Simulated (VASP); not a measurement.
# HfBi3O (P6/mmm) in VASP: further runs

HfBi3O is run at these levels: PBE; tasks: relaxation of cell and atoms, single point.

Program: VASP 6.6.1. These are calculated values, not measurements. Logs are shortened: lines on timing, memory, paths and dates and some standing lists are left out, and cuts for length are marked.

## 1. The cell of the first run

The structure is hexagonal, space group P6/mmm (No. 191). Conventional cell: a = 6.621 Å, b = 6.621 Å, c = 3.870 Å, α = 90.00°, β = 90.00°, γ = 120.00°. Within 2.6 Å of Hf (site symmetry 6/mmm) lie 2 O at 1.93 Å. Bi (site symmetry mmm) has 6 Bi at 3.31 to 3.87 Å and 2 Hf at 3.31 Å and 4 O at 3.83 Å within 4.4 Å. O (site symmetry 6/mmm) has 2 Hf at 1.93 Å within 2.6 Å.

The cell was generated, and may not be a known phase.

## 2. Relaxation of cell and atoms, PBE

Input file INCAR:

```
SYSTEM = HfBi3O
PREC = Accurate
ENCUT = 600
EDIFF = 1E-7
ISMEAR = 0
SIGMA = 0.1
LREAL = .FALSE.
LASPH = .TRUE.
NELM = 80
ALGO = Normal
ISIF = 3
LWAVE = .FALSE.
LCHARG = .FALSE.
GGA = PE
IBRION = 2
NSW = 100
EDIFFG = -0.01
```

Input file KPOINTS:

```
Automatic mesh
0
G
  6 6 10
  0 0 0
```

Input file POSCAR:

```
HfBi3O
1.0
    6.6213372239      0.0000000000      0.0000000000
   -3.3106686120      5.7342462429      0.0000000000
    0.0000000000      0.0000000000      3.8695805196
Hf Bi O
1 3 1
Direct
    0.0000000000      0.0000000000      0.0000000000
    0.5000000000      0.0000000000      0.0000000000
    0.0000000000      0.5000000000      0.0000000000
    0.5000000000      0.5000000000      0.0000000000
    0.0000000000      0.0000000000      0.5000000000
```

Potentials or basis: VASP PAW PBE potentials, release 64 (Hf_pv, Bi_d, O).

Run with:

```bash
$ cat potpaw_PBE.64/Hf_pv/POTCAR potpaw_PBE.64/Bi_d/POTCAR potpaw_PBE.64/O/POTCAR > POTCAR
$ mpirun -np 1 vasp_std > vasp.out
```

OUTCAR:

```text
SYSTEM = HfBi3O
   PREC = Accurate
   ENCUT = 600
   EDIFF = 1E-7
   ISMEAR = 0
   LREAL = .FALSE.
   LASPH = .TRUE.
   NELM = 80
   ISIF = 3
   GGA = PE
   IBRION = 2
   NSW = 100
   EDIFFG = -0.01

 ion  position               nearest neighbor table
   1  0.000  0.000  0.000-   5 1.93   5 1.93   4 3.31   4 3.31   2 3.31   2 3.31   3 3.31   3 3.31

   2  0.500  0.000  0.000-   3 3.31   3 3.31   1 3.31   1 3.31   4 3.31   4 3.31
   3  0.000  0.500  0.000-   2 3.31   2 3.31   4 3.31   4 3.31   1 3.31   1 3.31
   4  0.500  0.500  0.000-   1 3.31   1 3.31   3 3.31   3 3.31   2 3.31   2 3.31
   5  0.000  0.000  0.500-   1 1.93   1 1.93

  LATTYP: Found a hexagonal cell.
 ALAT       =     6.6213372239
 C/A-ratio  =     0.5844107298

  Lattice vectors:

 A1 = (   6.6213372239,   0.0000000000,   0.0000000000)
 A2 = (  -3.3106686120,   5.7342462429,   0.0000000000)
 A3 = (   0.0000000000,   0.0000000000,   3.8695805196)

Analysis of symmetry for initial positions (statically):
=====================================================================
 Subroutine PRICEL returns:
 Original cell was already a primitive cell.

 Routine SETGRP: Setting up the symmetry group for a
 hexagonal supercell.

 Subroutine GETGRP returns: Found 24 space group operations
 (whereof 24 operations were pure point group operations)
 out of a pool of 24 trial point group operations.

The static configuration has the point symmetry D_6h.

Analysis of symmetry for dynamics (positions and initial velocities):
=====================================================================
 Subroutine PRICEL returns:
 Original cell was already a primitive cell.

 Routine SETGRP: Setting up the symmetry group for a
 hexagonal supercell.

 Subroutine GETGRP returns: Found 24 space group operations
 (whereof 24 operations were pure point group operations)
 out of a pool of 24 trial point group operations.

The dynamic configuration has the point symmetry D_6h.

 Subroutine INISYM returns: Found 24 space group operations
 (whereof 24 operations are pure point group operations),
 and found     1 'primitive' translations

----------------------------------------------------------------------------------------

                                     Primitive cell

  volume of cell :     146.9217

  direct lattice vectors                    reciprocal lattice vectors
     6.621337224  0.000000000  0.000000000     0.151026895  0.087195418  0.000000000
    -3.310668612  5.734246243  0.000000000     0.000000000  0.174390837  0.000000000
     0.000000000  0.000000000  3.869580520     0.000000000  0.000000000  0.258425944

  length of vectors
     6.621337224  6.621337224  3.869580520     0.174390837  0.174390837  0.258425944

  position of ions in fractional coordinates (direct lattice)
     0.000000000  0.000000000  0.000000000
     0.500000000  0.000000000  0.000000000
     0.000000000  0.500000000  0.000000000
     0.500000000  0.500000000  0.000000000
     0.000000000  0.000000000  0.500000000

  ion indices of the primitive-cell ions
   primitive index   ion index
                 1           1
                 2           2
                 3           3
                 4           4
                 5           5

----------------------------------------------------------------------------------------

 KPOINTS: Automatic mesh

Automatic generation of k-mesh.
 Grid dimensions read from file:
 generate k-points for:    6    6   10

 Generating k-lattice:

  Cartesian coordinates                     Fractional coordinates (reciprocal lattice)
     0.025171149  0.014532570  0.000000000     0.166666667  0.000000000  0.000000000
     0.000000000  0.029065139  0.000000000     0.000000000  0.166666667  0.000000000
     0.000000000  0.000000000  0.025842594     0.000000000  0.000000000  0.100000000

  Length of vectors
     0.029065139  0.029065139  0.025842594

  Shift w.r.t. Gamma in fractional coordinates (k-lattice)
     0.000000000  0.000000000  0.000000000

 Subroutine IBZKPT returns following result:
 ===========================================

 Found     42 irreducible k-points:

 Following reciprocal coordinates:
            Coordinates               Weight
  0.000000  0.000000  0.000000      1.000000
  0.166667  0.000000  0.000000      6.000000
  0.333333  0.000000  0.000000      6.000000
  0.500000  0.000000  0.000000      3.000000
  0.166667  0.166667  0.000000      6.000000
  0.333333  0.166667  0.000000     12.000000
[... 16 lines left out ...]
  0.166667  0.000000  0.300000     12.000000
  0.333333  0.000000  0.300000     12.000000
 [... further k-points ...]
   k-points           NKPTS =     42   k-points in BZ     NKDIM =     42   number of bands    NBANDS=     36
   number of dos      NEDOS =    301   number of ions     NIONS =      5
   total plane-waves  NPLWV =  93312
   dimension x,y,z NGX =    54 NGY =   54 NGZ =   32
   dimension x,y,z NGXF=   108 NGYF=  108 NGZF=   64
   ions per type =               1   3   1
   NGX,Y,Z   is equivalent  to a cutoff of  13.56, 13.56, 13.75 a.u.
   NGXF,Y,Z  is equivalent  to a cutoff of  27.12, 27.12, 27.50 a.u.
 SYSTEM =  HfBi3O
   PREC   = accura    normal or accurate (medium, high low for compatibility)
   ISTART =      0    job   : 0-new  1-cont  2-samecut
   ICHARG =      2    charge: 1-file 2-atom 10-const
   ISPIN  =      1    spin polarized calculation?
   LNONCOLLINEAR =      F non collinear calculations
   LSORBIT =      F    spin-orbit coupling
   LASPH  =      T    aspherical Exc in radial PAW
   ENCUT  =  600.0 eV  44.10 Ry    6.64 a.u.  13.22 13.22  7.73*2*pi/ulx,y,z
   NELM   =     80;   NELMIN=  2; NELMDL= -5     # of ELM steps
   EDIFF  = 0.1E-06   stopping-criterion for ELM
   LREAL  =      F    real-space projection
   EDIFFG = -.1E-01   stopping-criterion for IOM
   NSW    =    100    number of steps for IOM
   IBRION =      2    ionic relax: 0-MD 1-quasi-New 2-CG
   NFREE  =      1    steps in history (QN), initial steepest desc. (CG)
   ISIF   =      3    stress and relaxation
   ISYM   =      2    0-nonsym 1-usesym 2-fastsym
   POTIM  = 0.5000    time-step for ionic-motion
   TEBEG  =    0.0;   TEEND  =   0.0 temperature during run
   PSTRESS=    0.0 pullay stress
   NELECT =      61.0000    total number of electrons
   NUPDOWN=      -1.0000    fix difference up-down
   EMIN   =  10.00;   EMAX   =-10.00  energy-range for DOS
   EFERMI =   0.00;   METHOD = LEGACY
   ISMEAR =     0;   SIGMA  =   0.10  broadening in eV -4-tet -1-fermi 0-gaus
   EFERMI_NEDOS =   21; number of points for ismear=-14 and -15
   IALGO  =     38    algorithm
   IMIX   =      4    mixing-type and parameters
     AMIX     =   0.40;   BMIX     =  1.00
     AMIX_MAG =   1.60;   BMIX_MAG =  1.00
  volume/ion in A,a.u.               =      29.38       198.30
  Fermi-wavevector in a.u.,A,eV,Ry     =   1.221301  2.307925 20.294133  1.491577
  Thomas-Fermi vector in A             =   2.356488
   LORBIT       =      0    0 simple, 1 ext, 2 COOP (PROOUT), +10 PAW based schemes
   GGA     = PE    functional components
   LHFCALC =     F    Hartree Fock is set to
   AEXX    =    0.0000 exact exchange contribution
   IVDW    =     0    specifies the selected vdW correction
   LEPSILON=     F    determine dielectric tensor
   LRPA    =     F    only Hartree local field effects (RPA)
 conjugate gradient relaxation of ions
 non-spin polarized calculation
 Gauss-broadening in eV      SIGMA  =   0.10
  energy-cutoff  :      600.00
  volume of cell :      146.92
 maximum number of plane-waves:      4929
 NGX is ok and might be reduce to    54
   NGX = 27   NGY = 27   NGZ = 15

--------------------------------------- Ionic step        1  -------------------------------------------

 number of electron      61.0000008 magnetization

 Free energy of the ion-electron system (eV)
  ---------------------------------------------------
  ext. energy  EPLUGINS =         0.00000000
  ---------------------------------------------------
  free energy    TOTEN  =       -30.07258565 eV

  energy without entropy =      -30.04760918  energy(sigma->0) =      -30.06009742

------------------------ aborting loop because EDIFF is reached ----------------------------------------

  FORCE on cell =-STRESS in cart. coord.  units (eV):
  Direction    XX          YY          ZZ          XY          YZ          ZX
  --------------------------------------------------------------------------------------
  -------------------------------------------------------------------------------------
  Total       -0.1251984     -0.1251984     -1.0786534      0.0000000      0.0000000      0.0000000
  in kB       -1.3652857     -1.3652857    -11.7626872      0.0000000      0.0000000      0.0000000
  external PRESSURE =      -4.8310862 kB  Pullay stress =       0.0000000 kB
[... 141 lines left out ...]
  energy  without entropy=      -30.0504515897  energy(sigma->0) =      -30.06282856

--------------------------------------- Ionic step        5  -------------------------------------------

 number of electron      61.0000012 magnetization

 Free energy of the ion-electron system (eV)
  ---------------------------------------------------
  ext. energy  EPLUGINS =         0.00000000
  ---------------------------------------------------
  free energy    TOTEN  =       -30.07525356 eV

  energy without entropy =      -30.05051681  energy(sigma->0) =      -30.06288518

 E-fermi :   5.2193     XC(G=0):  -9.5568

 val. band max:        5.2171636919   @ k =   0.3333   0.0000   0.4000
 cond. band min:       5.2194529059   @ k =   0.0000   0.0000   0.3000
 fundamental gap:      0.0022892140
 Fermi energy:         5.2192824554

 k-point     1 :       0.0000    0.0000    0.0000
  band No.  band energies     occupation
      1     -26.3598      2.00000
      2     -26.3598      2.00000
      3     -26.3276      2.00000
      4     -17.6602      2.00000
      5     -17.5858      2.00000
      6     -17.5858      2.00000
[... 925 lines left out ...]
     35       8.4006      0.00000
     36       8.6652      0.00000

 [... further k-points ...]

------------------------ aborting loop because EDIFF is reached ----------------------------------------

  FORCE on cell =-STRESS in cart. coord.  units (eV):
  Direction    XX          YY          ZZ          XY          YZ          ZX
  --------------------------------------------------------------------------------------
  -------------------------------------------------------------------------------------
  Total        0.0161417      0.0161417      0.0214808     -0.0000000     -0.0000000      0.0000000
  in kB        0.1768970      0.1768970      0.2354077     -0.0000000     -0.0000000      0.0000000
  external PRESSURE =       0.1964006 kB  Pullay stress =       0.0000000 kB
[... 20 lines left out ...]
  FREE ENERGIE OF THE ION-ELECTRON SYSTEM (eV)
  ---------------------------------------------------
  free  energy   TOTEN  =       -30.0752535576 eV

  energy  without entropy=      -30.0505168060  energy(sigma->0) =      -30.06288518

 reached required accuracy - stopping structural energy minimisation
```

Wall time 17 min (1 thread of Intel Xeon Platinum 8259CL at 2.50GHz (Skylake/Cascade Lake), shared host); peak memory 0.47 GiB.

What came out:

```yaml
Free_energy: -30.0753 eV
Relaxed_volume: 29.24 Å³/atom
Relaxed_cell: a = 6.622 Å, b = 6.622 Å, c = 3.850 Å, α = 90.00°, β = 90.00°, γ = 120.00°
Space_group_after_relaxing_to_0.1_Å: P6/mmm (No. 191)
Energy_gained_by_relaxing: 0.5 meV/atom
Ionic_steps: 5
Pressure_after_relaxing: 0.0 GPa
Band_gap_on_the_k_mesh: zero (an odd number of electrons rules out a gap without spin polarisation)
```

Step by step:
```csv
step,energy change (eV),largest force (eV/Å),pressure (GPa),volume (Å³)
1,0.0000,0.0000,-0.48,146.92
2,0.0014,0.0000,0.72,145.04
3,-0.0026,0.0000,0.04,146.08
4,-0.0026,0.0000,0.05,146.06
5,-0.0027,0.0000,0.02,146.20
```

Final structure:
```
Hf Bi O
1.0
     6.62154    0.00000    0.00000
    -3.31077    5.73443    0.00000
     0.00000    0.00000    3.85027
Hf Bi O
1 3 1
Direct
  0.00000 0.00000 0.00000
  0.50000 0.00000 0.00000
  0.00000 0.50000 0.00000
  0.50000 0.50000 0.00000
  0.00000 0.00000 0.50000
```

Caveat: spin-orbit coupling is left out, which moves the levels of the heavy elements; an odd number of electrons without spin polarisation forces a metal; a magnetic or distorted state may lie lower.

[end of part 1 of 4]

The gap in the log of VASP goes by the Fermi energy; the results here count the filled bands.